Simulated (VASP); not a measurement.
Input of a VASP 6.6.1 run:

Contents of INCAR:

```
SYSTEM = B2P3
PREC = Accurate
ENCUT = 520
EDIFF = 1E-7
ISMEAR = 0
SIGMA = 0.1
LREAL = .False.
LASPH = .True.
NELM = 60
ALGO = Normal
ISIF = 2
LWAVE = .False.
LCHARG = .False.
GGA = PE
NBANDS = 18
```

File KPOINTS:

```
regular mesh
0
Gamma
  6 6 4
  0 0 0
```

The input POSCAR:

```
B2P3
1.0
    5.3009917571     -0.0000000031      0.0000000000
   -2.6504958758      4.5907935285      0.0000000000
    0.0000000000      0.0000000000      2.9718060734
B P
2 3
Direct
    0.3333333333      0.6666666667      0.0000000000
    0.6666666667      0.3333333333      0.0000000000
    0.5000000000      0.0000000000      0.5000000000
    0.0000000000      0.5000000000      0.5000000000
    0.5000000000      0.5000000000      0.5000000000
```

Potentials or basis: VASP PAW PBE potentials, release 64 (B, P).

Launch:

```bash
$ cat potpaw_PBE.64/B/POTCAR potpaw_PBE.64/P/POTCAR > POTCAR
$ mpirun -np 1 vasp_std > vasp.out
```

(1) Estimate the pressure.

Results:

(1) -0.2 GPa.

Caveat: the k points lie up to 0.53 Å⁻¹ apart.
